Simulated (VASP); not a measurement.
# C (P6_3/mmc) in VASP: further runs

The runs below take C through single point, with PBE.

The COD entry that gives the cell may itself be a prediction, so a difference from it is no test against experiment.

Program: VASP 6.6.1. These are calculated values, not measurements. Logs are shortened: lines on timing, memory, paths and dates and some standing lists are left out, and cuts for length are marked.

### Step 1. The cell of the first run

The structure is hexagonal, space group P6_3/mmc (No. 194). The conventional cell has a = 2.565 Å, b = 2.565 Å, c = 12.895 Å, α = 90.00°, β = 90.00°, γ = 120.00°. Within 2.1 Å of C (site symmetry 3m) lie 4 C at 1.58 to 1.63 Å. Within 2.1 Å of C (site symmetry 3m) lie 4 C at 1.57 to 1.60 Å. Within 2.1 Å of C (site symmetry 3m) lie 4 C at 1.58 to 1.60 Å.

### Step 2. Single point, PBE

Input file INCAR:

```
SYSTEM = C
PREC = Accurate
ENCUT = 520
EDIFF = 1E-6
ISMEAR = 0
SIGMA = 0.05
LREAL = .False.
LASPH = .True.
NELM = 80
ALGO = Normal
ISIF = 2
LWAVE = .False.
LCHARG = .True.
GGA = PE
LELF = .True.
LVHAR = .True.
NBANDS = 36
```

Input file KPOINTS:

```
Automatic mesh
0
Gamma
  12 12 2
  0 0 0
```

Input file POSCAR:

```
C
1.0
    2.5647000000      0.0000000000      0.0000000000
   -1.2823500000      2.2210953531      0.0000000000
    0.0000000000      0.0000000000     12.8952000000
C
12
Direct
    0.0000000000      0.0000000000      0.1868593266
    0.0000000000      0.0000000000      0.6868593266
    0.0000000000      0.0000000000      0.3131406734
    0.0000000000      0.0000000000      0.8131406734
    0.3333333333      0.6666666667      0.5207665411
    0.6666666667      0.3333333333      0.0207665411
    0.3333333333      0.6666666667      0.9792334589
    0.6666666667      0.3333333333      0.4792334589
    0.3333333333      0.6666666667      0.6450950823
    0.6666666667      0.3333333333      0.1450950823
    0.3333333333      0.6666666667      0.8549049177
    0.6666666667      0.3333333333      0.3549049177
```

Potentials or basis: VASP PAW PBE potentials, release 64 (C).

The run is started by

```sh
cat potpaw_PBE.64/C/POTCAR > POTCAR
mpirun -np 1 vasp_std > vasp.out
```

OUTCAR:

```text
SYSTEM = C
   PREC = Accurate
   ENCUT = 520
   EDIFF = 1E-6
   ISMEAR = 0
   LREAL = .False.
   LASPH = .True.
   NELM = 80
   ISIF = 2
   GGA = PE

 ion  position               nearest neighbor table
   1  0.000  0.000  0.187-  10 1.58  10 1.58  10 1.58   3 1.63
   2  0.000  0.000  0.687-   9 1.58   9 1.58   9 1.58   4 1.63
   3  0.000  0.000  0.313-  12 1.58  12 1.58  12 1.58   1 1.63
   4  0.000  0.000  0.813-  11 1.58  11 1.58  11 1.58   2 1.63
   5  0.333  0.667  0.521-   8 1.57   8 1.57   8 1.57   9 1.60
   6  0.667  0.333  0.021-   7 1.57   7 1.57   7 1.57  10 1.60
   7  0.333  0.667  0.979-   6 1.57   6 1.57   6 1.57  11 1.60
   8  0.667  0.333  0.479-   5 1.57   5 1.57   5 1.57  12 1.60
   9  0.333  0.667  0.645-   2 1.58   2 1.58   2 1.58   5 1.60
  10  0.667  0.333  0.145-   1 1.58   1 1.58   1 1.58   6 1.60
  11  0.333  0.667  0.855-   4 1.58   4 1.58   4 1.58   7 1.60
  12  0.667  0.333  0.355-   3 1.58   3 1.58   3 1.58   8 1.60

  LATTYP: Found a hexagonal cell.
 ALAT       =     2.5647000000
 C/A-ratio  =     5.0279564861

  Lattice vectors:

 A1 = (   2.5647000000,   0.0000000000,   0.0000000000)
 A2 = (  -1.2823500000,   2.2210953531,   0.0000000000)
 A3 = (   0.0000000000,   0.0000000000,  12.8952000000)

Analysis of symmetry for initial positions (statically):
=====================================================================
 Subroutine PRICEL returns:
 Original cell was already a primitive cell.

 Routine SETGRP: Setting up the symmetry group for a
 hexagonal supercell.

 Subroutine GETGRP returns: Found 24 space group operations
 (whereof 12 operations were pure point group operations)
 out of a pool of 24 trial point group operations.

The static configuration has the point symmetry D_3d.
 The point group associated with its full space group is D_6h.

Analysis of symmetry for dynamics (positions and initial velocities):
=====================================================================
 Subroutine PRICEL returns:
 Original cell was already a primitive cell.

 Routine SETGRP: Setting up the symmetry group for a
 hexagonal supercell.

 Subroutine GETGRP returns: Found 24 space group operations
 (whereof 12 operations were pure point group operations)
 out of a pool of 24 trial point group operations.

The dynamic configuration has the point symmetry D_3d.
 The point group associated with its full space group is D_6h.

 Subroutine INISYM returns: Found 24 space group operations
 (whereof 12 operations are pure point group operations),
 and found     1 'primitive' translations

----------------------------------------------------------------------------------------

                                     Primitive cell

  volume of cell :      73.4568

  direct lattice vectors                    reciprocal lattice vectors
     2.564700000  0.000000000  0.000000000     0.389909151  0.225114153  0.000000000
    -1.282350000  2.221095353  0.000000000     0.000000000  0.450228307  0.000000000
     0.000000000  0.000000000 12.895200000     0.000000000  0.000000000  0.077548235

  length of vectors
     2.564700000  2.564700000 12.895200000     0.450228307  0.450228307  0.077548235

  position of ions in fractional coordinates (direct lattice)
     0.000000000  0.000000000  0.186859327
     0.000000000  0.000000000  0.686859327
     0.000000000  0.000000000  0.313140673
     0.000000000  0.000000000  0.813140673
     0.333333333  0.666666667  0.520766541
     0.666666667  0.333333333  0.020766541
     0.333333333  0.666666667  0.979233459
     0.666666667  0.333333333  0.479233459
     0.333333333  0.666666667  0.645095082
     0.666666667  0.333333333  0.145095082
     0.333333333  0.666666667  0.854904918
     0.666666667  0.333333333  0.354904918

  ion indices of the primitive-cell ions
   primitive index   ion index
                 1           1
                 2           2
                 3           3
                 4           4
                 5           5
                 6           6
                 7           7
                 8           8
                 9           9
                10          10
                11          11
                12          12

----------------------------------------------------------------------------------------

 KPOINTS: Automatic mesh

Automatic generation of k-mesh.
 Grid dimensions read from file:
 generate k-points for:   12   12    2

 Generating k-lattice:

  Cartesian coordinates                     Fractional coordinates (reciprocal lattice)
     0.032492429  0.018759513  0.000000000     0.083333333  0.000000000  0.000000000
     0.000000000  0.037519026  0.000000000     0.000000000  0.083333333  0.000000000
     0.000000000  0.000000000  0.038774118     0.000000000  0.000000000  0.500000000

  Length of vectors
     0.037519026  0.037519026  0.038774118

  Shift w.r.t. Gamma in fractional coordinates (k-lattice)
     0.000000000  0.000000000  0.000000000

 Subroutine IBZKPT returns following result:
 ===========================================

 Found     38 irreducible k-points:

 Following reciprocal coordinates:
            Coordinates               Weight
  0.000000  0.000000  0.000000      1.000000
  0.083333  0.000000  0.000000      6.000000
  0.166667  0.000000  0.000000      6.000000
  0.250000  0.000000  0.000000      6.000000
  0.333333 -0.000000  0.000000      6.000000
  0.416667  0.000000  0.000000      6.000000
[... 16 lines left out ...]
  0.250000  0.000000  0.500000      6.000000
  0.333333 -0.000000  0.500000      6.000000
 [... further k-points ...]
   k-points           NKPTS =     38   k-points in BZ     NKDIM =     38   number of bands    NBANDS=     36
   number of dos      NEDOS =    301   number of ions     NIONS =     12
   total plane-waves  NPLWV =  38400
   dimension x,y,z NGX =    20 NGY =   20 NGZ =   96
   dimension x,y,z NGXF=    40 NGYF=   40 NGZF=  192
   ions per type =              12
   NGX,Y,Z   is equivalent  to a cutoff of  12.96, 12.96, 12.38 a.u.
   NGXF,Y,Z  is equivalent  to a cutoff of  25.93, 25.93, 24.75 a.u.
 SYSTEM =  C
   PREC   = accura    normal or accurate (medium, high low for compatibility)
   ISTART =      0    job   : 0-new  1-cont  2-samecut
   ICHARG =      2    charge: 1-file 2-atom 10-const
   ISPIN  =      1    spin polarized calculation?
   LNONCOLLINEAR =      F non collinear calculations
   LSORBIT =      F    spin-orbit coupling
   LASPH  =      T    aspherical Exc in radial PAW
   ENCUT  =  520.0 eV  38.22 Ry    6.18 a.u.   4.77  4.77 23.98*2*pi/ulx,y,z
   NELM   =     80;   NELMIN=  2; NELMDL= -5     # of ELM steps
   EDIFF  = 0.1E-05   stopping-criterion for ELM
   LREAL  =      F    real-space projection
   EDIFFG = 0.1E-04   stopping-criterion for IOM
   NSW    =      0    number of steps for IOM
   IBRION =     -1    ionic relax: 0-MD 1-quasi-New 2-CG
   NFREE  =      0    steps in history (QN), initial steepest desc. (CG)
   ISIF   =      2    stress and relaxation
   ISYM   =      2    0-nonsym 1-usesym 2-fastsym
   POTIM  = 0.5000    time-step for ionic-motion
   TEBEG  =    0.0;   TEEND  =   0.0 temperature during run
   PSTRESS=    0.0 pullay stress
   NELECT =      48.0000    total number of electrons
   NUPDOWN=      -1.0000    fix difference up-down
   EMIN   =  10.00;   EMAX   =-10.00  energy-range for DOS
   EFERMI =   0.00;   METHOD = LEGACY
   ISMEAR =     0;   SIGMA  =   0.05  broadening in eV -4-tet -1-fermi 0-gaus
   EFERMI_NEDOS =   21; number of points for ismear=-14 and -15
   IALGO  =     38    algorithm
   IMIX   =      4    mixing-type and parameters
     AMIX     =   0.40;   BMIX     =  1.00
     AMIX_MAG =   1.60;   BMIX_MAG =  1.00
  volume/ion in A,a.u.               =       6.12        41.31
  Fermi-wavevector in a.u.,A,eV,Ry     =   1.420620  2.684583 27.458754  2.018161
  Thomas-Fermi vector in A             =   2.541516
   LORBIT       =      0    0 simple, 1 ext, 2 COOP (PROOUT), +10 PAW based schemes
   GGA     = PE    functional components
   LHFCALC =     F    Hartree Fock is set to
   AEXX    =    0.0000 exact exchange contribution
   IVDW    =     0    specifies the selected vdW correction
   LEPSILON=     F    determine dielectric tensor
   LRPA    =     F    only Hartree local field effects (RPA)
 non-spin polarized calculation
 Gauss-broadening in eV      SIGMA  =   0.05
  energy-cutoff  :      520.00
  volume of cell :       73.46
 maximum number of plane-waves:      2008
 NGX is ok and might be reduce to    20
   NGX =  9   NGY =  9   NGZ = 47

 number of electron      48.0000003 magnetization

 Free energy of the ion-electron system (eV)
  ---------------------------------------------------
  ext. energy  EPLUGINS =         0.00000000
  ---------------------------------------------------
  free energy    TOTEN  =      -108.55509322 eV

  energy without entropy =     -108.55509322  energy(sigma->0) =     -108.55509322

 E-fermi :   8.9760     XC(G=0): -12.8708

 val. band max:        8.7296127944   @ k =   0.0000   0.0000   0.0000
 cond. band min:      13.0320214686   @ k =   0.3333  -0.0000   0.0000
 fundamental gap:      4.3024086742
 Fermi energy:         8.9760420832

 k-point     1 :       0.0000    0.0000    0.0000
  band No.  band energies     occupation
      1     -11.8346      2.00000
      2     -11.1745      2.00000
      3     -11.0935      2.00000
      4      -9.1286      2.00000
      5      -9.0708      2.00000
      6      -6.8079      2.00000
[... 28 lines left out ...]
     35      16.4835      0.00000
     36      16.4867      0.00000

 k-point     2 :       0.0833    0.0000    0.0000
  band No.  band energies     occupation
      1     -11.6695      2.00000
      2     -11.0105      2.00000
      3     -10.9299      2.00000
      4      -8.9692      2.00000
      5      -8.9121      2.00000
      6      -6.6590      2.00000
[... 28 lines left out ...]
     35      16.8174      0.00000
     36      17.0438      0.00000

 k-point     3 :       0.1667    0.0000    0.0000
  band No.  band energies     occupation
      1     -11.1763      2.00000
      2     -10.5205      2.00000
      3     -10.4413      2.00000
      4      -8.4936      2.00000
      5      -8.4387      2.00000
      6      -6.2148      2.00000
[... 28 lines left out ...]
     35      16.9700      0.00000
     36      17.8393      0.00000

 k-point     4 :       0.2500    0.0000    0.0000
  band No.  band energies     occupation
      1     -10.3619      2.00000
      2      -9.7117      2.00000
      3      -9.6357      2.00000
      4      -7.7109      2.00000
      5      -7.6613      2.00000
      6      -5.4843      2.00000
[... 28 lines left out ...]
     35      17.6797      0.00000
     36      18.3351      0.00000

 k-point     5 :       0.3333   -0.0000    0.0000
  band No.  band energies     occupation
      1      -9.2424      2.00000
      2      -8.6010      2.00000
      3      -8.5335      2.00000
      4      -6.6474      2.00000
      5      -6.6127      2.00000
      6      -4.5001      2.00000
[... 655 lines left out ...]
 k-point    22 :       0.1667    0.0000    0.5000
  band No.  band energies     occupation
      1     -11.0023      2.00000
      2     -11.0023      2.00000
      3      -9.6251      2.00000
      4      -9.6251      2.00000
      5      -7.1090      2.00000
      6      -7.1090      2.00000
[... 28 lines left out ...]
     35      17.6309      0.00000
     36      17.6378      0.00000

 k-point    23 :       0.2500    0.0000    0.5000
  band No.  band energies     occupation
      1     -10.1896      2.00000
      2     -10.1896      2.00000
      3      -8.8281      2.00000
      4      -8.8281      2.00000
      5      -6.3550      2.00000
      6      -6.3550      2.00000
[... 28 lines left out ...]
     35      17.9552      0.00000
     36      17.9553      0.00000

 k-point    24 :       0.3333   -0.0000    0.5000
  band No.  band energies     occupation
      1      -9.0731      2.00000
      2      -9.0731      2.00000
      3      -7.7407      2.00000
      4      -7.7407      2.00000
      5      -5.3447      2.00000
      6      -5.3447      2.00000
[... 28 lines left out ...]
     35      17.2414      0.00000
     36      17.2414      0.00000

 [... further k-points ...]

------------------------ aborting loop because EDIFF is reached ----------------------------------------

  FORCE on cell =-STRESS in cart. coord.  units (eV):
  Direction    XX          YY          ZZ          XY          YZ          ZX
  --------------------------------------------------------------------------------------
  -------------------------------------------------------------------------------------
  Total       -9.2779378     -9.2779378    -17.9930680      0.0000000      0.0000000     -0.0000000
  in kB     -202.3625675   -202.3625675   -392.4496504      0.0000000      0.0000000     -0.0000000
  external PRESSURE =    -265.7249284 kB  Pullay stress =       0.0000000 kB

 VOLUME and BASIS-vectors are now :
 -----------------------------------------------------------------------------
  energy-cutoff  :      520.00
  volume of cell :       73.46
      direct lattice vectors                 reciprocal lattice vectors
     2.564700000  0.000000000  0.000000000     0.389909151  0.225114153  0.000000000
    -1.282350000  2.221095353  0.000000000     0.000000000  0.450228307  0.000000000
     0.000000000  0.000000000 12.895200000     0.000000000  0.000000000  0.077548235

 POSITION                                       TOTAL-FORCE (eV/Angst)
 -----------------------------------------------------------------------------------
      0.00000      0.00000      2.40959         0.000000      0.000000     -0.091501
      0.00000      0.00000      8.85719         0.000000     -0.000000     -0.091501
      0.00000      0.00000      4.03801        -0.000000     -0.000000      0.091501
      0.00000      0.00000     10.48561         0.000000     -0.000000      0.091501
     -0.00000      1.48073      6.71539         0.000000     -0.000000     -0.038576
      1.28235      0.74037      0.26779        -0.000000     -0.000000     -0.038576
     -0.00000      1.48073     12.62741         0.000000      0.000000      0.038576
      1.28235      0.74037      6.17981        -0.000000      0.000000      0.038576
     -0.00000      1.48073      8.31863        -0.000000      0.000000      0.086112
      1.28235      0.74037      1.87103         0.000000     -0.000000      0.086112
     -0.00000      1.48073     11.02417        -0.000000      0.000000     -0.086112
      1.28235      0.74037      4.57657         0.000000     -0.000000     -0.086112
 -----------------------------------------------------------------------------------
    total drift:                               -0.000000      0.000000      0.000000

  FREE ENERGIE OF THE ION-ELECTRON SYSTEM (eV)
  ---------------------------------------------------
  free  energy   TOTEN  =      -108.5550932166 eV

  energy  without entropy=     -108.5550932166  energy(sigma->0) =     -108.55509322
```

Wall time 84 s (1 thread of Intel Xeon 6975P-C (Granite Rapids), shared host); peak memory 0.21 GiB.

What came out:

```
Free energy            : -108.5551 eV
Pressure               : -26.6 GPa
Largest force          : 0.092 eV/Å
Band gap on the k mesh : 4.30 eV, indirect (least direct gap 4.88 eV)
```

Forces on the atoms (eV/Å):
```
C    0.000  0.000 -0.092
C    0.000  0.000 -0.092
C    0.000  0.000  0.092
C    0.000  0.000  0.092
C    0.000  0.000 -0.039
C    0.000  0.000 -0.039
C    0.000  0.000  0.039
C    0.000  0.000  0.039
C    0.000  0.000  0.086
C    0.000  0.000  0.086
C    0.000  0.000 -0.086
C    0.000  0.000 -0.086
```

Stress tensor (GPa, compression positive):
```
-20.24   0.00   0.00
  0.00 -20.24   0.00
  0.00   0.00 -39.24
```

Levels at points of the mesh, in eV from the valence-band top:
```tsv
k point	band 22	band 23	band 24	band 25	band 26	band 27
(0.00, 0.00, 0.00)	-0.13	0.00	0.00	4.88	5.40	5.40
(0.50, 0.00, 0.00)	-3.73	-3.36	-2.78	4.68	5.08	5.29
(0.00, 0.00, 0.50)	-0.27	-0.27	-0.27	5.69	5.69	5.74
(0.50, 0.00, 0.50)	-3.55	-3.07	-3.07	4.84	4.84	5.30
```

A k mesh can miss the band edges.

### Step 3. Single point, PBE

This run uses another cell than the first one, of 6.16 Å³/atom, 1.006 times its volume.

Input file INCAR:

```
SYSTEM = C
PREC = Accurate
ENCUT = 520
EDIFF = 1E-6
ISMEAR = 0
SIGMA = 0.05
LREAL = .FALSE.
LASPH = .TRUE.
NELM = 80
ALGO = Normal
ISIF = 2
LWAVE = .FALSE.
LCHARG = .FALSE.
GGA = PE
NBANDS = 36
```

Input file KPOINTS:

```
Automatic mesh
0
G
  12 12 2
  0 0 0
```

POSCAR, as its differences from that of step 2:

```diff
@@ -2,5 +2,5 @@
 1.0
-    2.5647000000      0.0000000000      0.0000000000
-   -1.2823500000      2.2210953531      0.0000000000
-    0.0000000000      0.0000000000     12.8952000000
+    2.6529000000      0.0000000000      0.0000000000
+   -1.3264500000      2.2974787937      0.0000000000
+    0.0000000000      0.0000000000     12.1184000000
 C
```

Potentials or basis: VASP PAW PBE potentials, release 64 (C).

The run is started by

```sh
cat potpaw_PBE.64/C/POTCAR > POTCAR
mpirun -np 1 vasp_std > vasp.out
```

Run time: 98 s. Hardware: 1 thread of Intel Xeon 6975P-C (Granite Rapids), shared host; peak memory 0.21 GiB.

The run converged. Its results:

| Quantity | Value |
| --- | --- |
| Free energy | -107.6406 eV |
| Pressure | -25.4 GPa |
| Largest force | 0.277 eV/Å |
| Band gap on the k mesh | 3.42 eV, indirect (least direct gap 4.34 eV) |

Forces on the atoms (eV/Å):
```
C    0.000  0.000 -0.277
C    0.000  0.000 -0.277
C    0.000  0.000  0.277
C    0.000  0.000  0.277
C    0.000  0.000 -0.270
C    0.000  0.000 -0.270
C    0.000  0.000  0.270
C    0.000  0.000  0.270
C    0.000  0.000  0.078
C    0.000  0.000  0.078
C    0.000  0.000 -0.078
C    0.000  0.000 -0.078
```

Stress tensor (GPa, compression positive):
```
-51.49   0.00   0.00
  0.00 -51.49   0.00
  0.00   0.00  26.83
```

Levels at points of the mesh, in eV from the valence-band top:
```tsv
k point	band 21	band 22	band 23	band 24	band 25	band 26	band 27	band 28
(0.00, 0.00, 0.00)	-1.24	-0.39	0.00	0.00	4.34	4.34	5.59	5.63
(0.50, 0.00, 0.00)	-3.83	-3.77	-3.37	-2.39	3.42	4.09	4.27	6.12
(0.00, 0.00, 0.50)	-0.43	-0.43	-0.43	-0.43	4.84	4.84	4.84	4.84
(0.50, 0.00, 0.50)	-3.44	-3.44	-2.82	-2.82	3.61	3.61	5.10	5.10
```
